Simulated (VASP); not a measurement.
# Sc (P6_3/mmc) in VASP: a series of runs

Sc is run at these levels: PBEsol; tasks: single point, relaxation of cell and atoms.

Program: VASP 6.6.1. These are calculated values, not measurements. Logs are shortened: lines on timing, memory, paths and dates and some standing lists are left out, and cuts for length are marked.

**1. The cell of the first run**

The structure is hexagonal, space group P6_3/mmc (No. 194). Conventional cell: a = 3.132 Å, b = 3.132 Å, c = 4.846 Å, α = 90.00°, β = 90.00°, γ = 120.00°. Within 4.0 Å of Sc (site symmetry -6m2) lie 12 Sc at 3.02 to 3.13 Å.

**2. Single point, PBEsol**

INCAR

```
SYSTEM = Sc
ALGO = Normal
EDIFF = 1E-6
ENCUT = 520
GGA = PS
ISIF = 2
ISMEAR = 0
LASPH = .TRUE.
LCHARG = .FALSE.
LREAL = .FALSE.
LWAVE = .FALSE.
NBANDS = 18
NELM = 100
PREC = Accurate
SIGMA = 0.05
```

KPOINTS

```
k-points
0
G
  9 9 5
  0 0 0
```

POSCAR

```
Sc
1.0
    3.1318480765      0.0000000000      0.0000000000
   -1.5659240383      2.7122599951      0.0000000000
    0.0000000000      0.0000000000      4.8457352224
Sc
2
Direct
    0.3333333333      0.6666666667      0.2500000000
    0.6666666667      0.3333333333      0.7500000000
```

Potentials or basis: VASP PAW PBE potentials, release 64 (Sc_sv).

On the command line:

```sh
$ cat potpaw_PBE.64/Sc_sv/POTCAR > POTCAR
$ mpirun -np 1 vasp_std > vasp.out
```

OUTCAR:

```text
SYSTEM = Sc
   EDIFF = 1E-6
   ENCUT = 520
   GGA = PS
   ISIF = 2
   ISMEAR = 0
   LASPH = .TRUE.
   LREAL = .FALSE.
   NELM = 100
   PREC = Accurate

 ion  position               nearest neighbor table
   1  0.333  0.667  0.250-   2 3.02   2 3.02   2 3.02   2 3.02   2 3.02   2 3.02
   2  0.667  0.333  0.750-   1 3.02   1 3.02   1 3.02   1 3.02   1 3.02   1 3.02

  LATTYP: Found a hexagonal cell.
 ALAT       =     3.1318480765
 C/A-ratio  =     1.5472446632

  Lattice vectors:

 A1 = (   3.1318480765,   0.0000000000,   0.0000000000)
 A2 = (  -1.5659240383,   2.7122599951,   0.0000000000)
 A3 = (   0.0000000000,   0.0000000000,   4.8457352224)

Analysis of symmetry for initial positions (statically):
=====================================================================
 Subroutine PRICEL returns:
 Original cell was already a primitive cell.

 Routine SETGRP: Setting up the symmetry group for a
 hexagonal supercell.

 Subroutine GETGRP returns: Found 24 space group operations
 (whereof 12 operations were pure point group operations)
 out of a pool of 24 trial point group operations.

The static configuration has the point symmetry D_3d.
 The point group associated with its full space group is D_6h.

Analysis of symmetry for dynamics (positions and initial velocities):
=====================================================================
 Subroutine PRICEL returns:
 Original cell was already a primitive cell.

 Routine SETGRP: Setting up the symmetry group for a
 hexagonal supercell.

 Subroutine GETGRP returns: Found 24 space group operations
 (whereof 12 operations were pure point group operations)
 out of a pool of 24 trial point group operations.

The dynamic configuration has the point symmetry D_3d.
 The point group associated with its full space group is D_6h.

 Subroutine INISYM returns: Found 24 space group operations
 (whereof 12 operations are pure point group operations),
 and found     1 'primitive' translations

----------------------------------------------------------------------------------------

                                     Primitive cell

  volume of cell :      41.1615

  direct lattice vectors                    reciprocal lattice vectors
     3.131848076  0.000000000  0.000000000     0.319300290  0.184348109  0.000000000
    -1.565924038  2.712259995  0.000000000     0.000000000  0.368696217  0.000000000
     0.000000000  0.000000000  4.845735222     0.000000000  0.000000000  0.206367033

  length of vectors
     3.131848076  3.131848077  4.845735222     0.368696217  0.368696217  0.206367033

  position of ions in fractional coordinates (direct lattice)
     0.333333333  0.666666667  0.250000000
     0.666666667  0.333333333  0.750000000

  ion indices of the primitive-cell ions
   primitive index   ion index
                 1           1
                 2           2

----------------------------------------------------------------------------------------

 KPOINTS: k-points

Automatic generation of k-mesh.
 Grid dimensions read from file:
 generate k-points for:    9    9    5

 Generating k-lattice:

  Cartesian coordinates                     Fractional coordinates (reciprocal lattice)
     0.035477810  0.020483123  0.000000000     0.111111111 -0.000000000  0.000000000
     0.000000000  0.040966246  0.000000000     0.000000000  0.111111111  0.000000000
     0.000000000  0.000000000  0.041273407     0.000000000  0.000000000  0.200000000

  Length of vectors
     0.040966246  0.040966246  0.041273407

  Shift w.r.t. Gamma in fractional coordinates (k-lattice)
     0.000000000  0.000000000  0.000000000

 Subroutine IBZKPT returns following result:
 ===========================================

 Found     36 irreducible k-points:

 Following reciprocal coordinates:
            Coordinates               Weight
  0.000000  0.000000  0.000000      1.000000
  0.111111  0.000000  0.000000      6.000000
  0.222222  0.000000  0.000000      6.000000
  0.333333  0.000000  0.000000      6.000000
  0.444444  0.000000  0.000000      6.000000
  0.111111  0.111111  0.000000      6.000000
[... 16 lines left out ...]
  0.333333  0.222222  0.200000     24.000000
  0.333333  0.333333  0.200000      4.000000
 [... further k-points ...]
   k-points           NKPTS =     36   k-points in BZ     NKDIM =     36   number of bands    NBANDS=     18
   number of dos      NEDOS =    301   number of ions     NIONS =      2
   total plane-waves  NPLWV =  20736
   dimension x,y,z NGX =    24 NGY =   24 NGZ =   36
   dimension x,y,z NGXF=    48 NGYF=   48 NGZF=   72
   ions per type =               2
   NGX,Y,Z   is equivalent  to a cutoff of  12.74, 12.74, 12.35 a.u.
   NGXF,Y,Z  is equivalent  to a cutoff of  25.48, 25.48, 24.70 a.u.
 SYSTEM =  Sc
   PREC   = accura    normal or accurate (medium, high low for compatibility)
   ISTART =      0    job   : 0-new  1-cont  2-samecut
   ICHARG =      2    charge: 1-file 2-atom 10-const
   ISPIN  =      1    spin polarized calculation?
   LNONCOLLINEAR =      F non collinear calculations
   LSORBIT =      F    spin-orbit coupling
   LASPH  =      T    aspherical Exc in radial PAW
   ENCUT  =  520.0 eV  38.22 Ry    6.18 a.u.   5.82  5.82  9.01*2*pi/ulx,y,z
   NELM   =    100;   NELMIN=  2; NELMDL= -5     # of ELM steps
   EDIFF  = 0.1E-05   stopping-criterion for ELM
   LREAL  =      F    real-space projection
   EDIFFG = 0.1E-04   stopping-criterion for IOM
   NSW    =      0    number of steps for IOM
   IBRION =     -1    ionic relax: 0-MD 1-quasi-New 2-CG
   NFREE  =      0    steps in history (QN), initial steepest desc. (CG)
   ISIF   =      2    stress and relaxation
   ISYM   =      2    0-nonsym 1-usesym 2-fastsym
   POTIM  = 0.5000    time-step for ionic-motion
   TEBEG  =    0.0;   TEEND  =   0.0 temperature during run
   PSTRESS=    0.0 pullay stress
   NELECT =      22.0000    total number of electrons
   NUPDOWN=      -1.0000    fix difference up-down
   EMIN   =  10.00;   EMAX   =-10.00  energy-range for DOS
   EFERMI =   0.00;   METHOD = LEGACY
   ISMEAR =     0;   SIGMA  =   0.05  broadening in eV -4-tet -1-fermi 0-gaus
   EFERMI_NEDOS =   21; number of points for ismear=-14 and -15
   IALGO  =     38    algorithm
   IMIX   =      4    mixing-type and parameters
     AMIX     =   0.40;   BMIX     =  1.00
     AMIX_MAG =   1.60;   BMIX_MAG =  1.00
  volume/ion in A,a.u.               =      20.58       138.89
  Fermi-wavevector in a.u.,A,eV,Ry     =   1.328572  2.510637 24.015699  1.765104
  Thomas-Fermi vector in A             =   2.457800
   LORBIT       =      0    0 simple, 1 ext, 2 COOP (PROOUT), +10 PAW based schemes
   GGA     = PS    functional components
   LHFCALC =     F    Hartree Fock is set to
   AEXX    =    0.0000 exact exchange contribution
   IVDW    =     0    specifies the selected vdW correction
   LEPSILON=     F    determine dielectric tensor
   LRPA    =     F    only Hartree local field effects (RPA)
 non-spin polarized calculation
 Gauss-broadening in eV      SIGMA  =   0.05
  energy-cutoff  :      520.00
  volume of cell :       41.16
 maximum number of plane-waves:      1118
 NGX is ok and might be reduce to    24
   NGX = 11   NGY = 11   NGZ = 19

 number of electron      22.0000011 magnetization

 Free energy of the ion-electron system (eV)
  ---------------------------------------------------
  ext. energy  EPLUGINS =         0.00000000
  ---------------------------------------------------
  free energy    TOTEN  =       -13.03317013 eV

  energy without entropy =      -13.02820791  energy(sigma->0) =      -13.03068902

 E-fermi :   4.6811     XC(G=0): -10.7545

 val. band max:        4.6777368952   @ k =   0.3333   0.1111   0.2000
 cond. band min:       4.7250126370   @ k =   0.2222   0.1111   0.4000
 fundamental gap:      0.0472757418
 Fermi energy:         4.6811421379

 k-point     1 :       0.0000    0.0000    0.0000
  band No.  band energies     occupation
      1     -44.0709      2.00000
      2     -43.9136      2.00000
      3     -23.1951      2.00000
      4     -22.5569      2.00000
      5     -22.5569      2.00000
      6     -22.4360      2.00000
[... 10 lines left out ...]
     17       7.3733      0.00000
     18       7.3733      0.00000

 k-point     2 :       0.1111    0.0000    0.0000
  band No.  band energies     occupation
      1     -44.0586      2.00000
      2     -43.9097      2.00000
      3     -23.1656      2.00000
      4     -22.6127      2.00000
      5     -22.5762      2.00000
      6     -22.4944      2.00000
[... 10 lines left out ...]
     17       7.2117      0.00000
     18       7.2850      0.00000

 k-point     3 :       0.2222    0.0000    0.0000
  band No.  band energies     occupation
      1     -44.0262      2.00000
      2     -43.9012      2.00000
      3     -23.0844      2.00000
      4     -22.7557      2.00000
      5     -22.6362      2.00000
      6     -22.6225      2.00000
[... 10 lines left out ...]
     17       7.7631      0.00000
     18       7.8786      0.00000

 k-point     4 :       0.3333    0.0000    0.0000
  band No.  band energies     occupation
      1     -43.9855      2.00000
      2     -43.8951      2.00000
      3     -22.9727      2.00000
      4     -22.9205      2.00000
      5     -22.7878      2.00000
      6     -22.6722      2.00000
[... 375 lines left out ...]
      4     -22.9253      2.00000
      5     -22.7423      2.00000
      6     -22.7312      2.00000
[... 10 lines left out ...]
     17       8.9099      0.00000
     18       9.1725      0.00000

 k-point    23 :       0.3333    0.2222    0.2000
  band No.  band energies     occupation
      1     -43.9325      2.00000
      2     -43.9038      2.00000
      3     -23.0111      2.00000
      4     -22.9387      2.00000
      5     -22.8290      2.00000
      6     -22.6907      2.00000
[... 10 lines left out ...]
     17       8.9385      0.00000
     18       9.4555      0.00000

 k-point    24 :       0.3333    0.3333    0.2000
  band No.  band energies     occupation
      1     -43.9141      2.00000
      2     -43.9141      2.00000
      3     -22.9337      2.00000
      4     -22.9282      2.00000
      5     -22.9282      2.00000
      6     -22.7112      2.00000
[... 10 lines left out ...]
     17       9.0905      0.00000
     18       9.0905      0.00000

 [... further k-points ...]
[... 5 lines left out ...]
  --------------------------------------------------------------------------------------
  -------------------------------------------------------------------------------------
  Total        2.5774969      2.5774969      2.5849015     -0.0000000      0.0000000      0.0000000
  in kB      100.3268224    100.3268224    100.6150381     -0.0000000      0.0000000      0.0000000
  external PRESSURE =     100.4228943 kB  Pullay stress =       0.0000000 kB

 VOLUME and BASIS-vectors are now :
 -----------------------------------------------------------------------------
  energy-cutoff  :      520.00
  volume of cell :       41.16
      direct lattice vectors                 reciprocal lattice vectors
     3.131848076  0.000000000  0.000000000     0.319300290  0.184348109  0.000000000
    -1.565924038  2.712259995  0.000000000     0.000000000  0.368696217  0.000000000
     0.000000000  0.000000000  4.845735222     0.000000000  0.000000000  0.206367033

 POSITION                                       TOTAL-FORCE (eV/Angst)
 -----------------------------------------------------------------------------------
     -0.00000      1.80817      1.21143         0.000000     -0.000000      0.000000
      1.56592      0.90409      3.63430        -0.000000      0.000000      0.000000
 -----------------------------------------------------------------------------------
    total drift:                               -0.000000      0.000000     -0.000000

  FREE ENERGIE OF THE ION-ELECTRON SYSTEM (eV)
  ---------------------------------------------------
  free  energy   TOTEN  =       -13.0331701306 eV

  energy  without entropy=      -13.0282079128  energy(sigma->0) =      -13.03068902
```

It took 26 s on 1 thread of AMD EPYC 7R13 (Zen 3), shared host; peak memory 0.13 GiB.

What came out:

* Free energy: -13.0332 eV
* Pressure: 10.0 GPa
* Band gap on the k mesh: zero (band 11 reaches 5.88 eV, above the bottom of band 12 at 4.03 eV)

Levels at points of the mesh, in eV from the Fermi level:
| k point | band 8 | band 9 | band 10 | band 11 | band 12 | band 13 | band 14 | band 15 |
| --- | --- | --- | --- | --- | --- | --- | --- | --- |
| (0.00, 0.00, 0.00) | -27.07 | -5.42 | -1.90 | 1.20 | 1.79 | 1.79 | 2.18 | 2.39 |

Caveat: the PAW data sets were made with another functional, which shifts forces and pressure a little.

**3. Single point, PBEsol**

This run uses another cell than the first one, of 23.64 Å³/atom, 1.149 times its volume.

INCAR

```
SYSTEM = Sc
ALGO     = Normal         ! electronic algorithm
EDIFF    = 1E-6           ! SCF threshold, eV
ENCUT    = 520            ! plane-wave cutoff, eV
GGA      = PS             ! functional
ISIF     = 2              ! what is computed and relaxed
ISMEAR   = 0              ! smearing method
LASPH    = .True.         ! aspherical terms in the spheres
LCHARG   = .True.         ! write CHGCAR
LELF     = .True.         ! ELF
LREAL    = .False.        ! projectors in reciprocal space
LVHAR    = .True.       
LWAVE    = .False.        ! write WAVECAR
NBANDS   = 18             ! bands
NELM     = 100            ! most SCF steps
PREC     = Accurate       ! precision mode
SIGMA    = 0.05           ! smearing width, eV
```

KPOINTS

```
k-points
0
Gamma
  9 9 5
  0 0 0
```

POSCAR

```
Sc
1.0
    3.2760569071      0.0000000000      0.0000000000
   -1.6380284535      2.8371485058      0.0000000000
    0.0000000000      0.0000000000      5.0870896417
Sc
2
Direct
    0.3333333333      0.6666666667      0.2500000000
    0.6666666667      0.3333333333      0.7500000000
```

Potentials or basis: VASP PAW PBE potentials, release 64 (Sc_sv).

On the command line:

```sh
$ cat potpaw_PBE.64/Sc_sv/POTCAR > POTCAR
$ mpirun -np 1 vasp_std > vasp.out
```

OUTCAR:

```text
SYSTEM = Sc
   EDIFF = 1E-6
   ENCUT = 520
   GGA = PS
   ISIF = 2
   ISMEAR = 0
   LASPH = .True.
   LREAL = .False.
   NELM = 100
   PREC = Accurate

 ion  position               nearest neighbor table
   1  0.333  0.667  0.250-   2 3.17   2 3.17   2 3.17   2 3.17   2 3.17   2 3.17
   2  0.667  0.333  0.750-   1 3.17   1 3.17   1 3.17   1 3.17   1 3.17   1 3.17

  LATTYP: Found a hexagonal cell.
 ALAT       =     3.2760569071
 C/A-ratio  =     1.5528086923

  Lattice vectors:

 A1 = (   3.2760569071,   0.0000000000,   0.0000000000)
 A2 = (  -1.6380284535,   2.8371485058,   0.0000000000)
 A3 = (   0.0000000000,   0.0000000000,   5.0870896417)

Analysis of symmetry for initial positions (statically):
=====================================================================
 Subroutine PRICEL returns:
 Original cell was already a primitive cell.

 Routine SETGRP: Setting up the symmetry group for a
 hexagonal supercell.

 Subroutine GETGRP returns: Found 24 space group operations
 (whereof 12 operations were pure point group operations)
 out of a pool of 24 trial point group operations.

The static configuration has the point symmetry D_3d.
 The point group associated with its full space group is D_6h.

[... 155 lines left out ...]
  ext. energy  EPLUGINS =         0.00000000
  ---------------------------------------------------
  free energy    TOTEN  =       -13.21140112 eV

  energy without entropy =      -13.20622780  energy(sigma->0) =      -13.20881446

 E-fermi :   3.8213     XC(G=0): -10.1617

 val. band max:        3.7975556778   @ k =   0.2222   0.0000   0.0000
 cond. band min:       3.8225252739   @ k =   0.4444   0.1111   0.4000
 fundamental gap:      0.0249695960
 Fermi energy:         3.8213189051

 k-point     1 :       0.0000    0.0000    0.0000
  band No.  band energies     occupation
      1     -45.2823      2.00000
      2     -45.1945      2.00000
      3     -24.2450      2.00000
      4     -23.8433      2.00000
      5     -23.8433      2.00000
      6     -23.7650      2.00000
[... 481 lines left out ...]
      5     -24.0767      2.00000
      6     -23.9419      2.00000
[... 10 lines left out ...]
     17       7.6168      0.00000
     18       7.6168      0.00000

 [... further k-points ...]
[... 5 lines left out ...]
  --------------------------------------------------------------------------------------
  -------------------------------------------------------------------------------------
  Total        0.0088828      0.0088828      0.0056005      0.0000000      0.0000000      0.0000000
  in kB        0.3009922      0.3009922      0.1897744      0.0000000      0.0000000      0.0000000
  external PRESSURE =       0.2639196 kB  Pullay stress =       0.0000000 kB

 VOLUME and BASIS-vectors are now :
 -----------------------------------------------------------------------------
  energy-cutoff  :      520.00
  volume of cell :       47.28
      direct lattice vectors                 reciprocal lattice vectors
     3.276056907  0.000000000  0.000000000     0.305245003  0.176233285  0.000000000
    -1.638028454  2.837148506  0.000000000     0.000000000  0.352466569  0.000000000
     0.000000000  0.000000000  5.087089642     0.000000000  0.000000000  0.196576052

 POSITION                                       TOTAL-FORCE (eV/Angst)
 -----------------------------------------------------------------------------------
     -0.00000      1.89143      1.27177        -0.000000      0.000000      0.000000
      1.63803      0.94572      3.81532         0.000000     -0.000000      0.000000
 -----------------------------------------------------------------------------------
    total drift:                               -0.000000      0.000000     -0.000000

  FREE ENERGIE OF THE ION-ELECTRON SYSTEM (eV)
  ---------------------------------------------------
  free  energy   TOTEN  =       -13.2114011190 eV

  energy  without entropy=      -13.2062277966  energy(sigma->0) =      -13.20881446
```

OSZICAR:

```text
N       E                     dE             d eps       ncg     rms          rms(c)
DAV:   1     0.355725285864E+03    0.35573E+03   -0.10894E+04  1304   0.131E+03
DAV:   2     0.459632140201E+01   -0.35113E+03   -0.34396E+03  1640   0.539E+02
DAV:   3    -0.142956634931E+02   -0.18892E+02   -0.17986E+02  2072   0.154E+02
DAV:   4    -0.147002337277E+02   -0.40457E+00   -0.40368E+00  1908   0.213E+01
DAV:   5    -0.147081264879E+02   -0.78928E-02   -0.78905E-02  2208   0.288E+00    0.825E+00
DAV:   6    -0.133979602951E+02    0.13102E+01   -0.29177E+00  1722   0.190E+01    0.246E+00
DAV:   7    -0.132241731905E+02    0.17379E+00   -0.76074E-01  1770   0.878E+00    0.839E-01
DAV:   8    -0.132129761551E+02    0.11197E-01   -0.31131E-02  1610   0.224E+00    0.258E-01
DAV:   9    -0.132113875357E+02    0.15886E-02   -0.82012E-03  1778   0.946E-01    0.207E-02
DAV:  10    -0.132114027552E+02   -0.15220E-04   -0.11782E-04  1936   0.147E-01    0.678E-03
DAV:  11    -0.132113999952E+02    0.27601E-05   -0.30267E-06  1736   0.197E-02    0.207E-03
DAV:  12    -0.132114012614E+02   -0.12663E-05   -0.39865E-07   890   0.898E-03    0.104E-03
DAV:  13    -0.132114011190E+02    0.14237E-06   -0.94503E-08   860   0.570E-03
   1 F= -.13211401E+02 E0= -.13208814E+02  d E =-.517332E-02
```

Wall time 28 s (1 thread of AMD EPYC 7R13 (Zen 3), shared host); peak memory 0.14 GiB.

What came out:

```yaml
Free_energy: -13.2114 eV
Pressure: 0.0 GPa
Band_gap_on_the_k_mesh: zero (band 11 reaches 4.61 eV, above the bottom of band 12 at 3.26 eV)
```

Levels at points of the mesh, in eV from the Fermi level:
| k point | band 7 | band 8 | band 9 | band 10 | band 11 | band 12 | band 13 | band 14 | band 15 | band 16 |
| --- | --- | --- | --- | --- | --- | --- | --- | --- | --- | --- |
| (0.00, 0.00, 0.00) | -27.59 | -27.55 | -5.22 | -1.70 | 0.74 | 1.63 | 1.63 | 1.93 | 2.11 | 2.11 |

Caveat: the PAW data sets were made with another functional, which shifts forces and pressure a little.

[end of part 1 of 2]
